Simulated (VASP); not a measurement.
# SiNi (Pnma) in VASP: a series of runs

The runs below take SiNi through single point, with PBE.

Program: VASP 6.6.1. These are calculated values, not measurements. Logs are shortened: lines on timing, memory, paths and dates and some standing lists are left out, and cuts for length are marked.

## (1) The cell of the first run

Symmetry: Pnma, No. 62, orthorhombic system. Conventional cell: a = 5.140 Å, b = 3.330 Å, c = 5.580 Å, α = 90.00°, β = 90.00°, γ = 90.00°. Ni (site symmetry m) has 6 Si at 2.26 to 2.39 Å and 4 Ni at 2.66 to 2.68 Å within 3.0 Å. Within 3.0 Å of Si (site symmetry m) lie 6 Ni at 2.26 to 2.39 Å and 2 Si at 2.64 Å.

## (2) Single point, PBE

Input file INCAR:

```
SYSTEM = SiNi
ALGO     = Normal         ! electronic algorithm
EDIFF    = 1E-6           ! SCF threshold, eV
ENCUT    = 600            ! plane-wave cutoff, eV
GGA      = PE             ! functional
GGA_COMPAT= .FALSE.      
ISIF     = 2              ! what is computed and relaxed
ISMEAR   = 0              ! smearing method
LASPH    = .TRUE.         ! aspherical terms in the spheres
LCHARG   = .TRUE.         ! write CHGCAR
LELF     = .TRUE.         ! ELF
LREAL    = .FALSE.        ! projectors in reciprocal space
LVHAR    = .TRUE.       
LWAVE    = .FALSE.        ! write WAVECAR
NBANDS   = 38             ! bands
NELM     = 120            ! most SCF steps
PREC     = Accurate       ! precision mode
SIGMA    = 0.1            ! smearing width, eV
```

Input file KPOINTS:

```
k-points
0
G
  4 6 4
  0 0 0
```

Input file POSCAR:

```
SiNi
1.0
    5.1400000000      0.0000000000      0.0000000000
    0.0000000000      3.3300000000      0.0000000000
    0.0000000000      0.0000000000      5.5800000000
Ni Si
4 4
Direct
    0.0080000000      0.2500000000      0.1880000000
    0.4920000000      0.7500000000      0.6880000000
    0.9920000000      0.7500000000      0.8120000000
    0.5080000000      0.2500000000      0.3120000000
    0.1790000000      0.2500000000      0.5820000000
    0.3210000000      0.7500000000      0.0820000000
    0.8210000000      0.7500000000      0.4180000000
    0.6790000000      0.2500000000      0.9180000000
```

Potentials or basis: VASP PAW PBE potentials, release 64 (Ni, Si).

Started as:

```bash
$ cat potpaw_PBE.64/Ni/POTCAR potpaw_PBE.64/Si/POTCAR > POTCAR
$ mpirun -np 1 vasp_std > vasp.out
```

OUTCAR:

```text
SYSTEM = SiNi
   EDIFF = 1E-6
   ENCUT = 600
   GGA = PE
   ISIF = 2
   ISMEAR = 0
   LASPH = .TRUE.
   LREAL = .FALSE.
   NELM = 120
   PREC = Accurate

 ion  position               nearest neighbor table
   1  0.008  0.250  0.188-   8 2.26   7 2.31   7 2.31   5 2.37   6 2.39   6 2.39   4 2.66   4 2.66
                             3 2.68   3 2.68
   2  0.492  0.750  0.688-   7 2.26   8 2.31   8 2.31   6 2.37   5 2.39   5 2.39   3 2.66   3 2.66
                             4 2.68   4 2.68
   3  0.992  0.750  0.812-   6 2.26   5 2.31   5 2.31   7 2.37   8 2.39   8 2.39   2 2.66   2 2.66
                             1 2.68   1 2.68
   4  0.508  0.250  0.312-   5 2.26   6 2.31   6 2.31   8 2.37   7 2.39   7 2.39   1 2.66   1 2.66
                             2 2.68   2 2.68
   5  0.179  0.250  0.582-   4 2.26   3 2.31   3 2.31   1 2.37   2 2.39   2 2.39   7 2.64   7 2.64

   6  0.321  0.750  0.082-   3 2.26   4 2.31   4 2.31   2 2.37   1 2.39   1 2.39   8 2.64   8 2.64

   7  0.821  0.750  0.418-   2 2.26   1 2.31   1 2.31   3 2.37   4 2.39   4 2.39   5 2.64   5 2.64

   8  0.679  0.250  0.918-   1 2.26   2 2.31   2 2.31   4 2.37   3 2.39   3 2.39   6 2.64   6 2.64

  LATTYP: Found a simple orthorhombic cell.
 ALAT       =     3.3300000000
 B/A-ratio  =     1.5435435435
 C/A-ratio  =     1.6756756757

  Lattice vectors:

 A1 = (   0.0000000000,  -3.3300000000,   0.0000000000)
 A2 = (   5.1400000000,   0.0000000000,   0.0000000000)
 A3 = (   0.0000000000,   0.0000000000,   5.5800000000)

Analysis of symmetry for initial positions (statically):
=====================================================================
 Subroutine PRICEL returns:
 Original cell was already a primitive cell.

 Routine SETGRP: Setting up the symmetry group for a
 simple orthorhombic supercell.

 Subroutine GETGRP returns: Found  8 space group operations
 (whereof  2 operations were pure point group operations)
 out of a pool of  8 trial point group operations.

The static configuration has the point symmetry S_2 .
 The point group associated with its full space group is D_2h.

Analysis of symmetry for dynamics (positions and initial velocities):
=====================================================================
 Subroutine PRICEL returns:
 Original cell was already a primitive cell.

 Routine SETGRP: Setting up the symmetry group for a
 simple orthorhombic supercell.

 Subroutine GETGRP returns: Found  8 space group operations
 (whereof  2 operations were pure point group operations)
 out of a pool of  8 trial point group operations.

The dynamic configuration has the point symmetry S_2 .
 The point group associated with its full space group is D_2h.

 Subroutine INISYM returns: Found  8 space group operations
 (whereof  2 operations are pure point group operations),
 and found     1 'primitive' translations

----------------------------------------------------------------------------------------

                                     Primitive cell

  volume of cell :      95.5084

  direct lattice vectors                    reciprocal lattice vectors
     5.140000000  0.000000000  0.000000000     0.194552529  0.000000000  0.000000000
     0.000000000  3.330000000  0.000000000     0.000000000  0.300300300  0.000000000
     0.000000000  0.000000000  5.580000000     0.000000000  0.000000000  0.179211470

  length of vectors
     5.140000000  3.330000000  5.580000000     0.194552529  0.300300300  0.179211470

  position of ions in fractional coordinates (direct lattice)
     0.008000000  0.250000000  0.188000000
     0.492000000  0.750000000  0.688000000
     0.992000000  0.750000000  0.812000000
     0.508000000  0.250000000  0.312000000
     0.179000000  0.250000000  0.582000000
     0.321000000  0.750000000  0.082000000
     0.821000000  0.750000000  0.418000000
     0.679000000  0.250000000  0.918000000

  ion indices of the primitive-cell ions
   primitive index   ion index
                 1           1
                 2           2
                 3           3
                 4           4
                 5           5
                 6           6
                 7           7
                 8           8

----------------------------------------------------------------------------------------

 KPOINTS: k-points

Automatic generation of k-mesh.
 Grid dimensions read from file:
 generate k-points for:    4    6    4

 Generating k-lattice:

  Cartesian coordinates                     Fractional coordinates (reciprocal lattice)
     0.048638132  0.000000000  0.000000000     0.250000000  0.000000000  0.000000000
     0.000000000  0.050050050  0.000000000     0.000000000  0.166666667  0.000000000
     0.000000000  0.000000000  0.044802867     0.000000000  0.000000000  0.250000000

  Length of vectors
     0.048638132  0.050050050  0.044802867

  Shift w.r.t. Gamma in fractional coordinates (k-lattice)
     0.000000000  0.000000000  0.000000000

 Subroutine IBZKPT returns following result:
 ===========================================

 Found     36 irreducible k-points:

 Following reciprocal coordinates:
            Coordinates               Weight
  0.000000  0.000000  0.000000      1.000000
  0.250000  0.000000  0.000000      2.000000
  0.500000  0.000000  0.000000      1.000000
  0.000000  0.166667  0.000000      2.000000
  0.250000  0.166667  0.000000      4.000000
  0.500000  0.166667  0.000000      2.000000
[... 16 lines left out ...]
  0.250000  0.500000  0.250000      4.000000
  0.500000  0.500000  0.250000      2.000000
 [... further k-points ...]
   k-points           NKPTS =     36   k-points in BZ     NKDIM =     36   number of bands    NBANDS=     38
   number of dos      NEDOS =    301   number of ions     NIONS =      8
   total plane-waves  NPLWV =  56448
   dimension x,y,z NGX =    42 NGY =   28 NGZ =   48
   dimension x,y,z NGXF=    84 NGYF=   56 NGZF=   96
   ions per type =               4   4
   NGX,Y,Z   is equivalent  to a cutoff of  13.58, 13.98, 14.30 a.u.
   NGXF,Y,Z  is equivalent  to a cutoff of  27.17, 27.96, 28.60 a.u.
 SYSTEM =  SiNi
   PREC   = accura    normal or accurate (medium, high low for compatibility)
   ISTART =      0    job   : 0-new  1-cont  2-samecut
   ICHARG =      2    charge: 1-file 2-atom 10-const
   ISPIN  =      1    spin polarized calculation?
   LNONCOLLINEAR =      F non collinear calculations
   LSORBIT =      F    spin-orbit coupling
   LASPH  =      T    aspherical Exc in radial PAW
   ENCUT  =  600.0 eV  44.10 Ry    6.64 a.u.  10.27  6.65 11.14*2*pi/ulx,y,z
   NELM   =    120;   NELMIN=  2; NELMDL= -5     # of ELM steps
   EDIFF  = 0.1E-05   stopping-criterion for ELM
   LREAL  =      F    real-space projection
   EDIFFG = 0.1E-04   stopping-criterion for IOM
   NSW    =      0    number of steps for IOM
   IBRION =     -1    ionic relax: 0-MD 1-quasi-New 2-CG
   NFREE  =      0    steps in history (QN), initial steepest desc. (CG)
   ISIF   =      2    stress and relaxation
   ISYM   =      2    0-nonsym 1-usesym 2-fastsym
   POTIM  = 0.5000    time-step for ionic-motion
   TEBEG  =    0.0;   TEEND  =   0.0 temperature during run
   PSTRESS=    0.0 pullay stress
   NELECT =      56.0000    total number of electrons
   NUPDOWN=      -1.0000    fix difference up-down
   EMIN   =  10.00;   EMAX   =-10.00  energy-range for DOS
   EFERMI =   0.00;   METHOD = LEGACY
   ISMEAR =     0;   SIGMA  =   0.10  broadening in eV -4-tet -1-fermi 0-gaus
   EFERMI_NEDOS =   21; number of points for ismear=-14 and -15
   IALGO  =     38    algorithm
   IMIX   =      4    mixing-type and parameters
     AMIX     =   0.40;   BMIX     =  1.00
     AMIX_MAG =   1.60;   BMIX_MAG =  1.00
  volume/ion in A,a.u.               =      11.94        80.57
  Fermi-wavevector in a.u.,A,eV,Ry     =   1.370220  2.589340 25.544979  1.877503
  Thomas-Fermi vector in A             =   2.496026
   LORBIT       =      0    0 simple, 1 ext, 2 COOP (PROOUT), +10 PAW based schemes
   GGA     = PE    functional components
   LHFCALC =     F    Hartree Fock is set to
   AEXX    =    0.0000 exact exchange contribution
   IVDW    =     0    specifies the selected vdW correction
   LEPSILON=     F    determine dielectric tensor
   LRPA    =     F    only Hartree local field effects (RPA)
 non-spin polarized calculation
 Gauss-broadening in eV      SIGMA  =   0.10
  energy-cutoff  :      600.00
  volume of cell :       95.51
 maximum number of plane-waves:      3214
 NGX is ok and might be reduce to    42
   NGX = 21   NGY = 13   NGZ = 23

 number of electron      55.9999989 magnetization

 Free energy of the ion-electron system (eV)
  ---------------------------------------------------
  ext. energy  EPLUGINS =         0.00000000
  ---------------------------------------------------
  free energy    TOTEN  =       -47.60565383 eV

  energy without entropy =      -47.59939623  energy(sigma->0) =      -47.60252503

 E-fermi :  10.5667     XC(G=0): -12.2824

 val. band max:       10.4842038472   @ k =   0.2500   0.0000   0.5000
 cond. band min:      10.6534991723   @ k =   0.0000   0.3333   0.0000
 fundamental gap:      0.1692953250
 Fermi energy:        10.5666633015

 k-point     1 :       0.0000    0.0000    0.0000
  band No.  band energies     occupation
      1      -2.4827      2.00000
      2       0.8643      2.00000
      3       2.2269      2.00000
      4       2.7556      2.00000
      5       4.0507      2.00000
      6       4.5044      2.00000
[... 30 lines left out ...]
     37      17.0778      0.00000
     38      17.4759      0.00000

 k-point     2 :       0.2500    0.0000    0.0000
  band No.  band energies     occupation
      1      -2.1468      2.00000
      2       0.1768      2.00000
      3       2.2458      2.00000
      4       2.4330      2.00000
      5       4.1041      2.00000
      6       5.1480      2.00000
[... 30 lines left out ...]
     37      15.9940      0.00000
     38      17.0903      0.00000

 k-point     3 :       0.5000    0.0000    0.0000
  band No.  band energies     occupation
      1      -1.1808      2.00000
      2      -1.1808      2.00000
      3       2.5011      2.00000
      4       2.5011      2.00000
      5       4.0916      2.00000
      6       4.0916      2.00000
[... 30 lines left out ...]
     37      16.4361      0.00000
     38      16.4361      0.00000

 k-point     4 :       0.0000    0.1667    0.0000
  band No.  band energies     occupation
      1      -2.1164      2.00000
      2       1.1546      2.00000
      3       2.5178      2.00000
      4       2.9150      2.00000
      5       4.3662      2.00000
      6       4.5572      2.00000
[... 30 lines left out ...]
     37      16.5252      0.00000
     38      17.4801      0.00000
[... 703 lines left out ...]
      4       2.5068      2.00000
      5       4.5443      2.00000
      6       4.5443      2.00000
[... 30 lines left out ...]
     37      15.5476      0.00000
     38      15.5476      0.00000

 k-point    23 :       0.2500    0.5000    0.2500
  band No.  band energies     occupation
      1       1.1539      2.00000
      2       1.1539      2.00000
      3       2.3967      2.00000
      4       2.3967      2.00000
      5       4.2804      2.00000
      6       4.2804      2.00000
[... 30 lines left out ...]
     37      17.1105      0.00000
     38      17.1105      0.00000

 k-point    24 :       0.5000    0.5000    0.2500
  band No.  band energies     occupation
      1       1.8099      2.00000
      2       1.8099      2.00000
      3       1.8099      2.00000
      4       1.8099      2.00000
      5       4.5485      2.00000
      6       4.5485      2.00000
[... 30 lines left out ...]
     37      16.9991      0.00000
     38      16.9991      0.00000

 [... further k-points ...]

------------------------ aborting loop because EDIFF is reached ----------------------------------------

  FORCE on cell =-STRESS in cart. coord.  units (eV):
  Direction    XX          YY          ZZ          XY          YZ          ZX
  --------------------------------------------------------------------------------------
  -------------------------------------------------------------------------------------
  Total        3.6388556      1.5939084      2.4814137      0.0000000      0.0000000      0.0000000
  in kB       61.0427172     26.7382139     41.6263374      0.0000000      0.0000000      0.0000000
  external PRESSURE =      43.1357562 kB  Pullay stress =       0.0000000 kB

 VOLUME and BASIS-vectors are now :
 -----------------------------------------------------------------------------
  energy-cutoff  :      600.00
  volume of cell :       95.51
      direct lattice vectors                 reciprocal lattice vectors
     5.140000000  0.000000000  0.000000000     0.194552529  0.000000000  0.000000000
     0.000000000  3.330000000  0.000000000     0.000000000  0.300300300  0.000000000
     0.000000000  0.000000000  5.580000000     0.000000000  0.000000000  0.179211470

 POSITION                                       TOTAL-FORCE (eV/Angst)
 -----------------------------------------------------------------------------------
      0.04112      0.83250      1.04904         0.047485      0.000000     -0.035529
      2.52888      2.49750      3.83904        -0.047485     -0.000000     -0.035529
      5.09888      2.49750      4.53096        -0.047485      0.000000      0.035529
      2.61112      0.83250      1.74096         0.047485     -0.000000      0.035529
      0.92006      0.83250      3.24756        -0.042051     -0.000000      0.071565
      1.64994      2.49750      0.45756         0.042051     -0.000000      0.071565
      4.21994      2.49750      2.33244         0.042051     -0.000000     -0.071565
      3.49006      0.83250      5.12244        -0.042051     -0.000000     -0.071565
 -----------------------------------------------------------------------------------
    total drift:                                0.000000     -0.000000     -0.000000

  FREE ENERGIE OF THE ION-ELECTRON SYSTEM (eV)
  ---------------------------------------------------
  free  energy   TOTEN  =       -47.6056538276 eV

  energy  without entropy=      -47.5993962329  energy(sigma->0) =      -47.60252503
```

Run time: 3.5 min. Hardware: 1 thread of Oxide Virtual Turin-like, shared host; peak memory 0.25 GiB.

What came out:

| Quantity | Value |
| --- | --- |
| Free energy | -47.6057 eV |
| Pressure | 4.3 GPa |
| Largest force | 0.083 eV/Å |
| Band gap on the k mesh | zero (bands 28 and 29 overlap by 1.65 eV) |

Forces in eV/Å, atoms in the order of the input:
```
Ni   0.047  0.000 -0.036
Ni  -0.047  0.000 -0.036
Ni  -0.047  0.000  0.036
Ni   0.047  0.000  0.036
Si  -0.042  0.000  0.072
Si   0.042  0.000  0.072
Si   0.042  0.000 -0.072
Si  -0.042  0.000 -0.072
```

Stress tensor (GPa, compression positive):
```
6.10 0.00 0.00
0.00 2.67 0.00
0.00 0.00 4.16
```

Caveat: the cell stands under pressure. Spin polarisation is off, so any magnetic state and its effect on volume and gap are missing.

(Part 1 of 2 ends here.)

The gap in the log of VASP goes by the Fermi energy; the results here count the filled bands.